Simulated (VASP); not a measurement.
# SiO2 (P4_2/mnm) in VASP: notebook

SiO2 is run at these levels: LDA; tasks: single point.

Everything below comes from runs of VASP 6.6.1. Logs are shortened: lines on timing, memory, paths and dates and some standing lists are left out, and cuts for length are marked.

## Step 1: The cell of the first run

It takes space group P4_2/mnm (No. 136, tetragonal). The conventional cell has a = 4.105 Å, b = 4.105 Å, c = 2.470 Å, α = 90.00°, β = 90.00°, γ = 90.00°. Within 2.2 Å of Si (site symmetry mmm) lie 6 O at 1.67 to 1.77 Å. O (site symmetry m2m) has 3 Si at 1.67 to 1.77 Å within 2.2 Å.

## Step 2: Single point, LDA

INCAR reads:

```
SYSTEM = SiO2
ALGO = Normal
EDIFF = 1E-7
ENCUT = 520
ISIF = 2
ISMEAR = 0
LASPH = .TRUE.
LCHARG = .FALSE.
LREAL = .FALSE.
LWAVE = .FALSE.
NBANDS = 25
NELM = 100
PREC = Accurate
SIGMA = 0.05
```

KPOINTS reads:

```
k-points
0
G
  6 6 8
  0 0 0
```

POSCAR reads:

```
SiO2
1.0
    4.1053000000      0.0000000000      0.0000000000
    0.0000000000      4.1053000000      0.0000000000
    0.0000000000      0.0000000000      2.4697000000
Si O
2 4
Direct
    0.5000000000      0.5000000000      0.5000000000
    0.0000000000      0.0000000000      0.0000000000
    0.6944252994      0.6944252994      0.0000000000
    0.1944252994      0.8055747006      0.5000000000
    0.3055747006      0.3055747006      0.0000000000
    0.8055747006      0.1944252994      0.5000000000
```

Potentials or basis: VASP PAW LDA potentials, release 64 (Si, O).

Launch:

```sh
$ cat potpaw_LDA.64/Si/POTCAR potpaw_LDA.64/O/POTCAR > POTCAR
$ mpirun -np 1 vasp_std > vasp.out
```

OUTCAR:

```text
SYSTEM = SiO2
   EDIFF = 1E-7
   ENCUT = 520
   ISIF = 2
   ISMEAR = 0
   LASPH = .TRUE.
   LREAL = .FALSE.
   NELM = 100
   PREC = Accurate

 ion  position               nearest neighbor table
   1  0.500  0.500  0.500-   3 1.67   5 1.67   3 1.67   5 1.67   4 1.77   6 1.77
   2  0.000  0.000  0.000-   4 1.67   6 1.67   4 1.67   6 1.67   5 1.77   3 1.77
   3  0.694  0.694  0.000-   1 1.67   1 1.67   2 1.77
   4  0.194  0.806  0.500-   2 1.67   2 1.67   1 1.77
   5  0.306  0.306  0.000-   1 1.67   1 1.67   2 1.77
   6  0.806  0.194  0.500-   2 1.67   2 1.67   1 1.77

  LATTYP: Found a simple tetragonal cell.
 ALAT       =     4.1053000000
 C/A-ratio  =     0.6015881909

  Lattice vectors:

 A1 = (   4.1053000000,   0.0000000000,   0.0000000000)
 A2 = (   0.0000000000,   4.1053000000,   0.0000000000)
 A3 = (   0.0000000000,   0.0000000000,   2.4697000000)

Analysis of symmetry for initial positions (statically):
=====================================================================
 Subroutine PRICEL returns:
 Original cell was already a primitive cell.

 Routine SETGRP: Setting up the symmetry group for a
 simple tetragonal supercell.

 Subroutine GETGRP returns: Found 16 space group operations
 (whereof  8 operations were pure point group operations)
 out of a pool of 16 trial point group operations.

The static configuration has the point symmetry D_2h.
 The point group associated with its full space group is D_4h.

Analysis of symmetry for dynamics (positions and initial velocities):
=====================================================================
 Subroutine PRICEL returns:
 Original cell was already a primitive cell.

 Routine SETGRP: Setting up the symmetry group for a
 simple tetragonal supercell.

 Subroutine GETGRP returns: Found 16 space group operations
 (whereof  8 operations were pure point group operations)
 out of a pool of 16 trial point group operations.

The dynamic configuration has the point symmetry D_2h.
 The point group associated with its full space group is D_4h.

 Subroutine INISYM returns: Found 16 space group operations
 (whereof  8 operations are pure point group operations),
 and found     1 'primitive' translations

----------------------------------------------------------------------------------------

                                     Primitive cell

  volume of cell :      41.6231

  direct lattice vectors                    reciprocal lattice vectors
     4.105300000  0.000000000  0.000000000     0.243587558  0.000000000  0.000000000
     0.000000000  4.105300000  0.000000000     0.000000000  0.243587558  0.000000000
     0.000000000  0.000000000  2.469700000     0.000000000  0.000000000  0.404907479

  length of vectors
     4.105300000  4.105300000  2.469700000     0.243587558  0.243587558  0.404907479

  position of ions in fractional coordinates (direct lattice)
     0.500000000  0.500000000  0.500000000
     0.000000000  0.000000000  0.000000000
     0.694425299  0.694425299  0.000000000
     0.194425299  0.805574701  0.500000000
     0.305574701  0.305574701  0.000000000
     0.805574701  0.194425299  0.500000000

  ion indices of the primitive-cell ions
   primitive index   ion index
                 1           1
                 2           2
                 3           3
                 4           4
                 5           5
                 6           6

----------------------------------------------------------------------------------------

 KPOINTS: k-points

Automatic generation of k-mesh.
 Grid dimensions read from file:
 generate k-points for:    6    6    8

 Generating k-lattice:

  Cartesian coordinates                     Fractional coordinates (reciprocal lattice)
     0.040597926  0.000000000  0.000000000     0.166666667  0.000000000  0.000000000
     0.000000000  0.040597926  0.000000000     0.000000000  0.166666667  0.000000000
     0.000000000  0.000000000  0.050613435     0.000000000  0.000000000  0.125000000

  Length of vectors
     0.040597926  0.040597926  0.050613435

  Shift w.r.t. Gamma in fractional coordinates (k-lattice)
     0.000000000  0.000000000  0.000000000

 Subroutine IBZKPT returns following result:
 ===========================================

 Found     50 irreducible k-points:

 Following reciprocal coordinates:
            Coordinates               Weight
  0.000000  0.000000  0.000000      1.000000
  0.166667  0.000000  0.000000      4.000000
  0.333333  0.000000  0.000000      4.000000
  0.500000  0.000000  0.000000      2.000000
  0.166667  0.166667  0.000000      4.000000
  0.333333  0.166667  0.000000      8.000000
[... 16 lines left out ...]
  0.333333  0.000000  0.250000      8.000000
  0.500000  0.000000  0.250000      4.000000
 [... further k-points ...]
   k-points           NKPTS =     50   k-points in BZ     NKDIM =     50   number of bands    NBANDS=     25
   number of dos      NEDOS =    301   number of ions     NIONS =      6
   total plane-waves  NPLWV =  18432
   dimension x,y,z NGX =    32 NGY =   32 NGZ =   18
   dimension x,y,z NGXF=    64 NGYF=   64 NGZF=   36
   ions per type =               2   4
   NGX,Y,Z   is equivalent  to a cutoff of  12.96, 12.96, 12.12 a.u.
   NGXF,Y,Z  is equivalent  to a cutoff of  25.92, 25.92, 24.23 a.u.
 SYSTEM =  SiO2
   PREC   = accura    normal or accurate (medium, high low for compatibility)
   ISTART =      0    job   : 0-new  1-cont  2-samecut
   ICHARG =      2    charge: 1-file 2-atom 10-const
   ISPIN  =      1    spin polarized calculation?
   LNONCOLLINEAR =      F non collinear calculations
   LSORBIT =      F    spin-orbit coupling
   LASPH  =      T    aspherical Exc in radial PAW
   ENCUT  =  520.0 eV  38.22 Ry    6.18 a.u.   7.63  7.63  4.59*2*pi/ulx,y,z
   NELM   =    100;   NELMIN=  2; NELMDL= -5     # of ELM steps
   EDIFF  = 0.1E-06   stopping-criterion for ELM
   LREAL  =      F    real-space projection
   EDIFFG = 0.1E-05   stopping-criterion for IOM
   NSW    =      0    number of steps for IOM
   IBRION =     -1    ionic relax: 0-MD 1-quasi-New 2-CG
   NFREE  =      0    steps in history (QN), initial steepest desc. (CG)
   ISIF   =      2    stress and relaxation
   ISYM   =      2    0-nonsym 1-usesym 2-fastsym
   POTIM  = 0.5000    time-step for ionic-motion
   TEBEG  =    0.0;   TEEND  =   0.0 temperature during run
   PSTRESS=    0.0 pullay stress
   NELECT =      32.0000    total number of electrons
   NUPDOWN=      -1.0000    fix difference up-down
   EMIN   =  10.00;   EMAX   =-10.00  energy-range for DOS
   EFERMI =   0.00;   METHOD = LEGACY
   ISMEAR =     0;   SIGMA  =   0.05  broadening in eV -4-tet -1-fermi 0-gaus
   EFERMI_NEDOS =   21; number of points for ismear=-14 and -15
   IALGO  =     38    algorithm
   IMIX   =      4    mixing-type and parameters
     AMIX     =   0.40;   BMIX     =  1.00
     AMIX_MAG =   1.60;   BMIX_MAG =  1.00
  volume/ion in A,a.u.               =       6.94        46.81
  Fermi-wavevector in a.u.,A,eV,Ry     =   1.499731  2.834081 30.602147  2.249194
  Thomas-Fermi vector in A             =   2.611323
   LORBIT       =      0    0 simple, 1 ext, 2 COOP (PROOUT), +10 PAW based schemes
   GGA     = CA    functional components
   LHFCALC =     F    Hartree Fock is set to
   AEXX    =    0.0000 exact exchange contribution
   IVDW    =     0    specifies the selected vdW correction
   LEPSILON=     F    determine dielectric tensor
   LRPA    =     F    only Hartree local field effects (RPA)
 non-spin polarized calculation
 Gauss-broadening in eV      SIGMA  =   0.05
  energy-cutoff  :      520.00
  volume of cell :       41.62
 maximum number of plane-waves:      1132
 NGX is ok and might be reduce to    32
   NGX = 15   NGY = 15   NGZ =  9

 number of electron      31.9999965 magnetization

 Free energy of the ion-electron system (eV)
  ---------------------------------------------------
  ext. energy  EPLUGINS =         0.00000000
  ---------------------------------------------------
  free energy    TOTEN  =       -51.09775400 eV

  energy without entropy =      -51.09775400  energy(sigma->0) =      -51.09775400

 E-fermi :   9.8454     XC(G=0): -13.2951

 val. band max:        9.6133405518   @ k =   0.0000   0.0000   0.0000
 cond. band min:      17.4815938365   @ k =   0.0000   0.0000   0.0000
 fundamental gap:      7.8682532847
 Fermi energy:         9.8453935646

 k-point     1 :       0.0000    0.0000    0.0000
  band No.  band energies     occupation
      1     -14.0587      2.00000
      2      -9.8715      2.00000
      3      -9.8715      2.00000
      4      -9.7209      2.00000
      5      -1.9650      2.00000
      6       2.1360      2.00000
[... 17 lines left out ...]
     24      24.7664      0.00000
     25      26.4194      0.00000

 k-point     2 :       0.1667    0.0000    0.0000
  band No.  band energies     occupation
      1     -13.8996      2.00000
      2     -10.7213      2.00000
      3      -9.7835      2.00000
      4      -9.2054      2.00000
      5      -1.8566      2.00000
      6       1.3879      2.00000
[... 17 lines left out ...]
     24      24.0114      0.00000
     25      25.9975      0.00000

 k-point     3 :       0.3333    0.0000    0.0000
  band No.  band energies     occupation
      1     -13.4329      2.00000
      2     -11.7486      2.00000
      3      -9.5466      2.00000
      4      -9.0644      2.00000
      5      -1.4780      2.00000
      6       0.2356      2.00000
[... 17 lines left out ...]
     24      24.2072      0.00000
     25      25.4596      0.00000

 k-point     4 :       0.5000    0.0000    0.0000
  band No.  band energies     occupation
      1     -12.6931      2.00000
      2     -12.6931      2.00000
      3      -9.2507      2.00000
      4      -9.2507      2.00000
      5      -0.7681      2.00000
      6      -0.7681      2.00000
[... 17 lines left out ...]
     24      25.0508      0.00000
     25      25.1928      0.00000
[... 477 lines left out ...]
 k-point    22 :       0.1667    0.0000    0.2500
  band No.  band energies     occupation
      1     -12.9020      2.00000
      2     -10.1274      2.00000
      3      -9.2405      2.00000
      4      -8.9629      2.00000
      5      -1.3209      2.00000
      6       1.6471      2.00000
[... 17 lines left out ...]
     24      24.3420      0.00000
     25      24.6285      0.00000

 k-point    23 :       0.3333    0.0000    0.2500
  band No.  band energies     occupation
      1     -12.4743      2.00000
      2     -10.9804      2.00000
      3      -9.0873      2.00000
      4      -8.8337      2.00000
      5      -0.6963      2.00000
      6       0.8429      2.00000
[... 17 lines left out ...]
     24      24.1034      0.00000
     25      24.1391      0.00000

 k-point    24 :       0.5000    0.0000    0.2500
  band No.  band energies     occupation
      1     -11.8071      2.00000
      2     -11.8071      2.00000
      3      -8.9146      2.00000
      4      -8.9146      2.00000
      5       0.0443      2.00000
      6       0.0443      2.00000
[... 17 lines left out ...]
     24      23.7180      0.00000
     25      24.3803      0.00000

 [... further k-points ...]
[... 5 lines left out ...]
  --------------------------------------------------------------------------------------
  -------------------------------------------------------------------------------------
  Total        7.8595661      7.8595661     20.9681498      0.0000000      0.0000000      0.0000000
  in kB      302.5346706    302.5346706    807.1173682      0.0000000      0.0000000      0.0000000
  external PRESSURE =     470.7289031 kB  Pullay stress =       0.0000000 kB

 VOLUME and BASIS-vectors are now :
 -----------------------------------------------------------------------------
  energy-cutoff  :      520.00
  volume of cell :       41.62
      direct lattice vectors                 reciprocal lattice vectors
     4.105300000  0.000000000  0.000000000     0.243587558  0.000000000  0.000000000
     0.000000000  4.105300000  0.000000000     0.000000000  0.243587558  0.000000000
     0.000000000  0.000000000  2.469700000     0.000000000  0.000000000  0.404907479

 POSITION                                       TOTAL-FORCE (eV/Angst)
 -----------------------------------------------------------------------------------
      2.05265      2.05265      1.23485         0.000000      0.000000     -0.000000
      0.00000      0.00000      0.00000         0.000000      0.000000     -0.000000
      2.85082      2.85082      0.00000         0.504973      0.504973      0.000000
      0.79817      3.30713      1.23485         0.504973     -0.504973     -0.000000
      1.25448      1.25448      0.00000        -0.504973     -0.504973     -0.000000
      3.30713      0.79817      1.23485        -0.504973      0.504973      0.000000
 -----------------------------------------------------------------------------------
    total drift:                                0.000000      0.000000     -0.000000

  FREE ENERGIE OF THE ION-ELECTRON SYSTEM (eV)
  ---------------------------------------------------
  free  energy   TOTEN  =       -51.0977539998 eV

  energy  without entropy=      -51.0977539998  energy(sigma->0) =      -51.09775400
```

It took 16 s on 1 thread of Intel Xeon Platinum 8559C (Emerald Rapids), shared host; peak memory 0.15 GiB.

Results:

```
Free energy            : -51.0978 eV
Pressure               : 47.1 GPa
Largest force          : 0.714 eV/Å
Band gap on the k mesh : 7.87 eV, direct
```

Forces in eV/Å, atoms in the order of the input:
```
Si   0.000  0.000  0.000
Si   0.000  0.000  0.000
O    0.505  0.505  0.000
O    0.505 -0.505  0.000
O   -0.505 -0.505  0.000
O   -0.505  0.505  0.000
```

Levels at points of the mesh, in eV from the valence-band top:
```tsv
k point	band 14	band 15	band 16	band 17	band 18	band 19
(0.00, 0.00, 0.00)	-1.02	-1.02	0.00	7.87	7.88	10.24
(0.50, 0.00, 0.00)	-2.59	-1.25	-1.25	9.77	9.77	10.41
(0.50, 0.50, 0.00)	-2.91	-2.80	-2.80	9.21	9.21	11.52
(0.00, 0.00, 0.50)	-3.48	-3.13	-3.13	10.30	10.30	13.39
(0.50, 0.00, 0.50)	-2.69	-2.06	-2.06	9.52	9.52	10.44
(0.50, 0.50, 0.50)	-2.12	-1.81	-1.81	8.22	8.22	11.43
```

A k mesh can miss the band edges. A hybrid or GW would open this gap; LDA tends to underestimate it.

(Part 1 of 3 ends here.)
